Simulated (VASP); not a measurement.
# Si (Im-3m) in VASP: a series of runs

The runs below take Si through single point, relaxation of cell and atoms, with BLYP.

Everything below comes from runs of VASP 6.6.1. Logs are shortened: lines on timing, memory, paths and dates and some standing lists are left out, and cuts for length are marked.

**1. The cell of the first run**

It takes space group Im-3m (No. 229, cubic). The conventional cell has a = 3.327 Å, b = 3.327 Å, c = 3.327 Å, α = 90.00°, β = 90.00°, γ = 90.00°. Within 3.8 Å of Si (site symmetry m-3m) lie 14 Si at 2.88 to 3.33 Å.

**2. Single point, BLYP (volume scaled by 1.12)**

The input, INCAR:

```
PREC = Accurate
ENCUT = 520
EDIFF = 1E-7
ISMEAR = -1
SIGMA = 0.1
LREAL = False
LASPH = True
NELM = 100
ALGO = Normal
ISIF = 2
LWAVE = False
LCHARG = False
GGA = B5
ALDAX = 1.0
AGGAX = 1.0
AGGAC = 1.0
ALDAC = 0.0
NBANDS = 8
```

The input, KPOINTS:

```
Automatic mesh
0
Gamma
  16 16 16
```

The input, POSCAR:

```
Si
1.0
   -1.6635585451      1.6635585451      1.6635585451
    1.6635585451     -1.6635585451      1.6635585451
    1.6635585451      1.6635585451     -1.6635585451
Si
1
Direct
    0.0000000000      0.0000000000      0.0000000000
```

Potentials or basis: VASP PAW PBE potentials, release 64 (Si).

Started as:

```bash
cat potpaw_PBE.64/Si/POTCAR > POTCAR
mpirun -np 1 vasp_std > vasp.out
```

OUTCAR:

```text
PREC = Accurate
   ENCUT = 520
   EDIFF = 1E-7
   ISMEAR = -1
   LREAL = False
   LASPH = True
   NELM = 100
   ISIF = 2
   GGA = B5

 ion  position               nearest neighbor table
   1  0.000  0.000  0.000-

  LATTYP: Found a body centered cubic cell.
 ALAT       =     3.3271170902

  Lattice vectors:

 A1 = (  -1.6635585451,   1.6635585451,   1.6635585451)
 A2 = (   1.6635585451,  -1.6635585451,   1.6635585451)
 A3 = (   1.6635585451,   1.6635585451,  -1.6635585451)

Analysis of symmetry for initial positions (statically):
=====================================================================
 Subroutine PRICEL returns:
 Original cell was already a primitive cell.

 Routine SETGRP: Setting up the symmetry group for a
 body centered cubic supercell.

 Subroutine GETGRP returns: Found 48 space group operations
 (whereof 48 operations were pure point group operations)
 out of a pool of 48 trial point group operations.

The static configuration has the point symmetry O_h .

Analysis of symmetry for dynamics (positions and initial velocities):
=====================================================================
 Subroutine PRICEL returns:
 Original cell was already a primitive cell.

 Routine SETGRP: Setting up the symmetry group for a
 body centered cubic supercell.

 Subroutine GETGRP returns: Found 48 space group operations
 (whereof 48 operations were pure point group operations)
 out of a pool of 48 trial point group operations.

The dynamic configuration has the point symmetry O_h .

 Subroutine INISYM returns: Found 48 space group operations
 (whereof 48 operations are pure point group operations),
 and found     1 'primitive' translations

----------------------------------------------------------------------------------------

                                     Primitive cell

  volume of cell :      18.4151

  direct lattice vectors                    reciprocal lattice vectors
    -1.663558545  1.663558545  1.663558545     0.000000000  0.300560507  0.300560507
     1.663558545 -1.663558545  1.663558545     0.300560507  0.000000000  0.300560507
     1.663558545  1.663558545 -1.663558545     0.300560507  0.300560507  0.000000000

  length of vectors
     2.881367921  2.881367921  2.881367921     0.425056746  0.425056746  0.425056746

  position of ions in fractional coordinates (direct lattice)
     0.000000000  0.000000000  0.000000000

  ion indices of the primitive-cell ions
   primitive index   ion index
                 1           1

----------------------------------------------------------------------------------------

 KPOINTS: Automatic mesh

Automatic generation of k-mesh.
 Grid dimensions read from file:
 generate k-points for:   16   16   16

 Generating k-lattice:

  Cartesian coordinates                     Fractional coordinates (reciprocal lattice)
     0.000000000  0.018785032  0.018785032     0.062500000  0.000000000  0.000000000
     0.018785032  0.000000000  0.018785032     0.000000000  0.062500000  0.000000000
     0.018785032  0.018785032  0.000000000     0.000000000  0.000000000  0.062500000

  Length of vectors
     0.026566047  0.026566047  0.026566047

  Shift w.r.t. Gamma in fractional coordinates (k-lattice)
     0.000000000  0.000000000  0.000000000

 Subroutine IBZKPT returns following result:
 ===========================================

 Found    145 irreducible k-points:

 Following reciprocal coordinates:
            Coordinates               Weight
  0.000000  0.000000  0.000000      1.000000
  0.062500  0.000000  0.000000     12.000000
  0.125000  0.000000  0.000000     12.000000
  0.187500  0.000000  0.000000     12.000000
  0.250000  0.000000  0.000000     12.000000
  0.312500  0.000000  0.000000     12.000000
[... 16 lines left out ...]
  0.187500  0.187500  0.000000     24.000000
  0.250000  0.187500  0.000000     48.000000
 [... further k-points ...]
   k-points           NKPTS =    145   k-points in BZ     NKDIM =    145   number of bands    NBANDS=      8
   number of dos      NEDOS =    301   number of ions     NIONS =      1
   total plane-waves  NPLWV =  13824
   dimension x,y,z NGX =    24 NGY =   24 NGZ =   24
   dimension x,y,z NGXF=    48 NGYF=   48 NGZF=   48
   ions per type =               1
   NGX,Y,Z   is equivalent  to a cutoff of  13.85, 13.85, 13.85 a.u.
   NGXF,Y,Z  is equivalent  to a cutoff of  27.69, 27.69, 27.69 a.u.
 SYSTEM =  unknown system
   PREC   = accura    normal or accurate (medium, high low for compatibility)
   ISTART =      0    job   : 0-new  1-cont  2-samecut
   ICHARG =      2    charge: 1-file 2-atom 10-const
   ISPIN  =      1    spin polarized calculation?
   LNONCOLLINEAR =      F non collinear calculations
   LSORBIT =      F    spin-orbit coupling
   LASPH  =      T    aspherical Exc in radial PAW
   ENCUT  =  520.0 eV  38.22 Ry    6.18 a.u.   5.36  5.36  5.36*2*pi/ulx,y,z
   NELM   =    100;   NELMIN=  2; NELMDL= -5     # of ELM steps
   EDIFF  = 0.1E-06   stopping-criterion for ELM
   LREAL  =      F    real-space projection
   EDIFFG = 0.1E-05   stopping-criterion for IOM
   NSW    =      0    number of steps for IOM
   IBRION =     -1    ionic relax: 0-MD 1-quasi-New 2-CG
   NFREE  =      0    steps in history (QN), initial steepest desc. (CG)
   ISIF   =      2    stress and relaxation
   ISYM   =      2    0-nonsym 1-usesym 2-fastsym
   POTIM  = 0.5000    time-step for ionic-motion
   TEBEG  =    0.0;   TEEND  =   0.0 temperature during run
   PSTRESS=    0.0 pullay stress
   NELECT =       4.0000    total number of electrons
   NUPDOWN=      -1.0000    fix difference up-down
   EMIN   =  10.00;   EMAX   =-10.00  energy-range for DOS
   EFERMI =   0.00;   METHOD = LEGACY
   ISMEAR =    -1;   SIGMA  =   0.10  broadening in eV -4-tet -1-fermi 0-gaus
   EFERMI_NEDOS =   21; number of points for ismear=-14 and -15
   IALGO  =     38    algorithm
   IMIX   =      4    mixing-type and parameters
     AMIX     =   0.40;   BMIX     =  1.00
     AMIX_MAG =   1.60;   BMIX_MAG =  1.00
  volume/ion in A,a.u.               =      18.42       124.27
  Fermi-wavevector in a.u.,A,eV,Ry     =   0.984094  1.859669 13.176449  0.968442
  Thomas-Fermi vector in A             =   2.115301
   LORBIT       =      0    0 simple, 1 ext, 2 COOP (PROOUT), +10 PAW based schemes
   GGA     = B5    functional components
   LHFCALC =     F    Hartree Fock is set to
   AEXX    =    0.0000 exact exchange contribution
   IVDW    =     0    specifies the selected vdW correction
   LEPSILON=     F    determine dielectric tensor
   LRPA    =     F    only Hartree local field effects (RPA)
 non-spin polarized calculation
  energy-cutoff  :      520.00
  volume of cell :       18.42
 maximum number of plane-waves:       531
 NGX is ok and might be reduce to    24
   NGX = 11   NGY = 11   NGZ = 11

 number of electron       4.0000000 magnetization

 Free energy of the ion-electron system (eV)
  ---------------------------------------------------
  ext. energy  EPLUGINS =         0.00000000
  ---------------------------------------------------
  free energy    TOTEN  =        -3.77464916 eV

  energy without entropy =       -3.75300975  energy(sigma->0) =       -3.76382945

 E-fermi :   7.5813     XC(G=0):  -9.5738

 val. band max:        7.5673128639   @ k =   0.3125   0.1875   0.0625
 cond. band min:       7.5820488340   @ k =  -0.4375  -0.4375   0.1250
 fundamental gap:      0.0147359701
 Fermi energy:         7.5812983355

 k-point     1 :       0.0000    0.0000    0.0000
  band No.  band energies     occupation
      1      -4.6219      2.00000
      2      16.0656      0.00000
      3      16.0656      0.00000
      4      16.0656      0.00000
      5      19.1919      0.00000
      6      19.1919      0.00000
      7      19.1919      0.00000
      8      22.6050      0.00000

 k-point     2 :       0.0625    0.0000    0.0000
  band No.  band energies     occupation
      1      -4.5210      2.00000
      2      15.2825      0.00000
      3      15.5929      0.00000
      4      15.9870      0.00000
      5      18.8926      0.00000
      6      19.3960      0.00000
      7      19.8381      0.00000
      8      21.9377      0.00000

 k-point     3 :       0.1250    0.0000    0.0000
  band No.  band energies     occupation
      1      -4.2188      2.00000
      2      13.5511      0.00000
      3      14.7085      0.00000
      4      15.7627      0.00000
      5      18.1952      0.00000
      6      19.2433      0.00000
      7      21.2404      0.00000
      8      21.5460      0.00000

 k-point     4 :       0.1875    0.0000    0.0000
  band No.  band energies     occupation
      1      -3.7168      2.00000
      2      11.4884      0.00000
      3      13.8366      0.00000
      4      15.4322      0.00000
      5      17.3936      0.00000
      6      18.5022      0.00000
      7      21.9788      0.00000
      8      22.3747      0.00000

 k-point     5 :       0.2500    0.0000    0.0000
  band No.  band energies     occupation
      1      -3.0177      2.00000
      2       9.3622      0.00000
      3      13.0866      0.00000
      4      15.0575      0.00000
      5      16.6489      0.00000
      6      17.7259      0.00000
      7      22.7042      0.00000
      8      22.7096      0.00000
[... 177 lines left out ...]
 k-point    22 :       0.4375    0.1250    0.0000
  band No.  band energies     occupation
      1       1.3222      2.00000
      2       2.8476      2.00000
      3       9.6639      0.00000
      4      12.7032      0.00000
      5      16.6776      0.00000
      6      18.8671      0.00000
      7      24.3468      0.00000
      8      24.3854      0.00000

 k-point    23 :       0.1875    0.1875    0.0000
  band No.  band energies     occupation
      1      -1.9285      2.00000
      2       8.3857      0.00064
      3       9.5923      0.00000
      4      13.3019      0.00000
      5      17.8700      0.00000
      6      19.3228      0.00000
      7      22.4600      0.00000
      8      23.6916      0.00000

 k-point    24 :       0.2500    0.1875    0.0000
  band No.  band energies     occupation
      1      -0.9528      2.00000
      2       6.7861      1.99930
      3       8.6612      0.00004
      4      12.8434      0.00000
      5      17.8095      0.00000
      6      19.5847      0.00000
      7      22.7892      0.00000
      8      24.5939      0.00000

 [... further k-points ...]
[... 5 lines left out ...]
  --------------------------------------------------------------------------------------
  -------------------------------------------------------------------------------------
  Total       -0.5775100     -0.5775100     -0.5775100      0.0000000     -0.0000000      0.0000000
  in kB      -50.2453463    -50.2453463    -50.2453463      0.0000000     -0.0000000      0.0000000
  external PRESSURE =     -50.2453463 kB  Pullay stress =       0.0000000 kB

 VOLUME and BASIS-vectors are now :
 -----------------------------------------------------------------------------
  energy-cutoff  :      520.00
  volume of cell :       18.42
      direct lattice vectors                 reciprocal lattice vectors
    -1.663558545  1.663558545  1.663558545     0.000000000  0.300560507  0.300560507
     1.663558545 -1.663558545  1.663558545     0.300560507  0.000000000  0.300560507
     1.663558545  1.663558545 -1.663558545     0.300560507  0.300560507  0.000000000

 POSITION                                       TOTAL-FORCE (eV/Angst)
 -----------------------------------------------------------------------------------
      0.00000      0.00000      0.00000         0.000000     -0.000000     -0.000000
 -----------------------------------------------------------------------------------
    total drift:                               -0.000000     -0.000000      0.000000

  FREE ENERGIE OF THE ION-ELECTRON SYSTEM (eV)
  ---------------------------------------------------
  free  energy   TOTEN  =        -3.7746491597 eV

  energy  without entropy=       -3.7530097465  energy(sigma->0) =       -3.76382945
```

Run time: 28 s. Hardware: 1 thread of Intel Xeon 8259CL, shared host; peak memory 0.14 GiB.

Results:

* Free energy: -3.7746 eV
* Pressure: -5.0 GPa
* Band gap on the k mesh: zero (band 2 reaches 16.07 eV, above the bottom of band 3 at 4.69 eV)

Caveat: the cell differs from its parent crystal (volume scaled by 1.12); the PAW data sets were made with another functional, which shifts forces and pressure a little.

**3. Relaxation of cell and atoms, BLYP**

This run uses another cell than the first one, of 15.02 Å³/atom, 0.815 times its volume.

The input, INCAR:

```
SYSTEM = Si
PREC = Accurate ; ENCUT = 600
EDIFF = 1E-6 ; ISMEAR = -1
SIGMA = 0.1 ; LREAL = .False.
LASPH = .True. ; NELM = 60
ALGO = Normal ; ISIF = 3
LWAVE = .False. ; LCHARG = .False.
GGA = B5 ; ALDAX = 1.0
AGGAX = 1.0 ; AGGAC = 1.0
ALDAC = 0.0 ; IBRION = 2
NSW = 80 ; EDIFFG = -0.01
```

The input, KPOINTS:

```
regular mesh
0
Gamma
  14 14 14
  0 0 0
```

The input, POSCAR:

```
Si
1.0
   -1.5541499093      1.5541499093      1.5541499093
    1.5541499093     -1.5541499093      1.5541499093
    1.5541499093      1.5541499093     -1.5541499093
Si
1
Direct
    0.0000000000      0.0000000000      0.0000000000
```

Potentials or basis: VASP PAW PBE potentials, release 64 (Si).

Started as:

```bash
cat potpaw_PBE.64/Si/POTCAR > POTCAR
mpirun -np 1 vasp_std > vasp.out
```

Run time: 39 s. Hardware: 1 thread of Intel Xeon 8259CL, shared host; peak memory 0.14 GiB.

The run converged. Its results:

- Free energy: -3.8136 eV
- Relaxed volume: 16.54 Å³/atom
- Relaxed cell: a = 2.780 Å, b = 2.780 Å, c = 2.780 Å, α = 109.47°, β = 109.47°, γ = 109.47°
- Space group after relaxing (to 0.05 Å): Im-3m (No. 229)
- Energy gained by relaxing: 29.4 meV/atom
- Ionic steps: 3
- Pressure after relaxing: 0.0 GPa
- Band gap on the k mesh: zero (band 2 reaches 18.44 eV, above the bottom of band 3 at 5.48 eV)

Step by step:
```tsv
step	energy change (eV)	largest force (eV/Å)	pressure (GPa)	volume (Å³)
1	0.0000	0.0000	6.83	15.02
2	-0.0293	0.0000	0.29	16.45
3	-0.0294	0.0000	-0.02	16.54
```

Final structure:
```cif
data_structure
_symmetry_space_group_name_H-M 'P 1'
_symmetry_Int_Tables_number 1
_cell_length_a 2.7800
_cell_length_b 2.7800
_cell_length_c 2.7800
_cell_angle_alpha 109.471
_cell_angle_beta 109.471
_cell_angle_gamma 109.471
_cell_volume 16.54
loop_
_atom_site_label
_atom_site_type_symbol
_atom_site_fract_x
_atom_site_fract_y
_atom_site_fract_z
_atom_site_occupancy
Si1 Si 0.00000 0.00000 0.00000 1
```

Levels at points of the mesh, in eV from the Fermi level:
| k point | band 1 | band 2 | band 3 | band 4 | band 5 | band 6 |
| --- | --- | --- | --- | --- | --- | --- |
| (0.00, 0.00, 0.00) | -13.08 | 9.61 | 9.61 | 9.61 | 12.01 | 12.01 |
| (0.50, 0.00, 0.00) | -6.71 | -5.63 | 4.63 | 7.26 | 7.67 | 9.21 |
| (0.50, 0.50, 0.50) | -0.48 | -0.48 | -0.48 | -0.33 | 3.11 | 3.11 |

Caveat: the PAW data sets were made with another functional, which shifts forces and pressure a little.

**4. Single point, BLYP**

This run uses another cell than the first one, of 16.44 Å³/atom, 0.893 times its volume.

The input, INCAR:

```
PREC     = Accurate       # precision mode
ENCUT    = 520            # plane-wave cutoff, eV
EDIFF    = 1E-7           # SCF threshold, eV
ISMEAR   = -1             # smearing method
SIGMA    = 0.1            # smearing width, eV
LREAL    = False          # projectors in reciprocal space
LASPH    = True           # aspherical terms in the spheres
NELM     = 100            # most SCF steps
ALGO     = Normal         # electronic algorithm
ISIF     = 2              # what is computed and relaxed
LWAVE    = False          # write WAVECAR
LCHARG   = False          # write CHGCAR
GGA      = B5             # functional
ALDAX    = 1.0          
AGGAX    = 1.0          
AGGAC    = 1.0          
ALDAC    = 0.0          
NBANDS   = 8              # bands
```

The input, KPOINTS:

```
regular mesh
0
Gamma
  23 23 23
```

The input, POSCAR:

```
Si
1.0
   -1.6018877561      1.6018877561      1.6018877561
    1.6018877561     -1.6018877561      1.6018877561
    1.6018877561      1.6018877561     -1.6018877561
Si
1
Direct
    0.0000000000      0.0000000000      0.0000000000
```

Started as:

```bash
cat potpaw_PBE.64/Si/POTCAR > POTCAR
mpirun -np 1 vasp_std > vasp.out
```

Run time: 67 s. Hardware: 1 thread of Intel Xeon 8259CL, shared host; peak memory 0.16 GiB.

Results (log left out):

```yaml
Free_energy: -3.8097 eV
Pressure: 0.3 GPa
Band_gap_on_the_k_mesh: zero (band 2 reaches 18.58 eV, above the bottom of band 3 at 5.48 eV)
```

Levels at points of the mesh, in eV from the Fermi level:
| k point | band 1 | band 2 | band 3 | band 4 | band 5 | band 6 | band 7 |
| --- | --- | --- | --- | --- | --- | --- | --- |
| (0.00, 0.00, 0.00) | -13.11 | 9.70 | 9.70 | 9.70 | 12.05 | 12.05 | 12.05 |

Caveat: the PAW data sets were made with another functional, which shifts forces and pressure a little.

**5. The runs side by side**

```tsv
task	cell	k mesh	cutoff (eV)	gap on the mesh (eV)	pressure (GPa)
single point	a = 2.881 Å, angles 109.5°, 1 atom	16 × 16 × 16	520	none	-5.0
relaxation of cell and atoms	relaxed from a = 2.692 Å, angles 109.5°, 1 atom	14 × 14 × 14	600	none	0.0
single point	a = 2.775 Å, angles 109.5°, 1 atom	23 × 23 × 23	520	none	0.3
```

Alike in all rows: level BLYP; potentials or basis VASP PAW PBE potentials, release 64 (Si); no spin polarisation; smearing fermi-dirac 0.1 eV.

Caveats: the PAW data sets were made with another functional, which shifts forces and pressure a little.

Total energies depend on the potentials used, so only differences within one code and one set of settings carry meaning.
